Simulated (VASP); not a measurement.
Runs of VASP 6.6.1 on TePb. The structure is that of space group I4/mmm (No. 139), or close to it. The cells are those of the table. 

```tsv
cell	gap on the mesh (eV)	pressure (GPa)
a = 4.471, b = 4.471, c = 4.818 Å, angles 57.4, 57.4, 65.2°, 2 atoms	none	6.1
a = 4.535, b = 4.535, c = 4.626 Å, angles 59.3, 59.3, 61.3°, 2 atoms	(d)	(b)
a = 4.647, b = 4.647, c = 4.421 Å, angles 61.6, 61.6, 56.8°, 2 atoms	0.36	3.5
a = 4.446, b = 4.446, c = 4.958 Å, angles 56.1, 56.1, 67.8°, 2 atoms	none	(a)
a = 4.443, b = 4.443, c = 5.268 Å, angles 53.6, 53.6, 72.7°, 2 atoms	none	25.6
a = 4.979, b = 4.979, c = 4.066 Å, angles 65.9, 65.9, 48.2°, 2 atoms	none	13.4
a = 5.082, b = 5.082, c = 3.987 Å, angles 66.9, 66.9, 46.2°, 2 atoms	none	(c)
a = 4.744, b = 4.744, c = 4.295 Å, angles 63.1, 63.1, 53.8°, 2 atoms	0.12	6.2
```

Alike in all rows: task single point; level PBE; potentials or basis VASP PAW PBE potentials, release 64 (Te, Pb_d); no spin polarisation; k mesh 8 × 8 × 8; cutoff (eV) 520; smearing gaussian 0.05 eV.

Q: Fill in the values left out.

A: (a) 9.5; (b) 2.5; (c) 16.1; (d) 0.64.

Caveats: spin-orbit coupling is left out, which moves the levels of the heavy elements; the cell stands under pressure (at least some runs); semilocal functionals underestimate gaps, so a narrow gap can read as zero (at least some runs).

A k mesh can miss the band edges, and the runs leave out spin-orbit coupling on Pb, Te.

A gap of «none» marks levels without a gap at the run's occupations.
